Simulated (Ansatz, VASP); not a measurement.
## Two plane-wave programs on Sn

File INCAR:

```
PREC     = Accurate       # precision mode
ENCUT    = 520            # plane-wave cutoff, eV
EDIFF    = 1E-6           # SCF threshold, eV
ISMEAR   = -1             # smearing method
SIGMA    = 0.1            # smearing width, eV
LREAL    = F              # projectors in reciprocal space
LASPH    = T              # aspherical terms in the spheres
NELM     = 80             # most SCF steps
ALGO     = Normal         # electronic algorithm
ISIF     = 2              # what is computed and relaxed
LWAVE    = F              # write WAVECAR
LCHARG   = T              # write CHGCAR
GGA      = RE             # functional
LELF     = T              # ELF
LVHAR    = T            
NBANDS   = 13             # bands
```

File KPOINTS:

```
Automatic mesh
0
Gamma
  11 11 11
```

Contents of POSCAR:

```
Sn
1.0
    3.1466187444      0.0000000000      0.0000000000
    0.0000000000      3.1466187444      0.0000000000
    0.0000000000      0.0000000000      3.1466187444
Sn
1
Direct
    0.0000000000      0.0000000000      0.0000000000
```

Input for Ansatz:

```yaml
crystal:
  lattice:
    - [3.1466187444, 0.0, 0.0]
    - [0.0, 3.1466187444, 0.0]
    - [0.0, 0.0, 3.1466187444]
  atoms:
    - { symbol: Sn, position: [0.0, 0.0, 0.0] }
hamiltonian:
  xc: revpbe
  pseudopotentials:
    kind: paw
    azcp:
      Sn: "pseudopotentials/Sn.paw.azcp"
basis:
  ecutwfc: 420
  fft_grid_basis: typed
kpoints:
  mp_grid: { grid: [11, 11, 11], shift: [0, 0, 0] }
magnetization:
  spin_polarized: false
scf:
  occupations: { method: fermi_dirac, width: 0.1 }
  lower_state_search: "off"
output:
  stress: true
```

Alike in both runs: task single point; functional revPBE; k mesh 11 × 11 × 11; occupations fermi-dirac, width 0.1 eV; no spin polarisation.

|  | VASP | Ansatz |
| --- | --- | --- |
| version | VASP 6.6.1 | Ansatz 0.2.0 |
| potentials or method | VASP PAW PBE potentials, release 64 (Sn_d), cutoff 520 eV | plane waves (420 eV) with PAW, scalar-relativistic |
| valence electrons in the cell | 14 | 14 |

|  | VASP | Ansatz | Ansatz less VASP |
| --- | --- | --- | --- |
| pressure (GPa) | -1.2 | -1.2 | +0.01 |

VASP's potentials were made for PBE, not for revPBE. With one functional, cell and mesh, what is left measures potentials, basis and numerics.
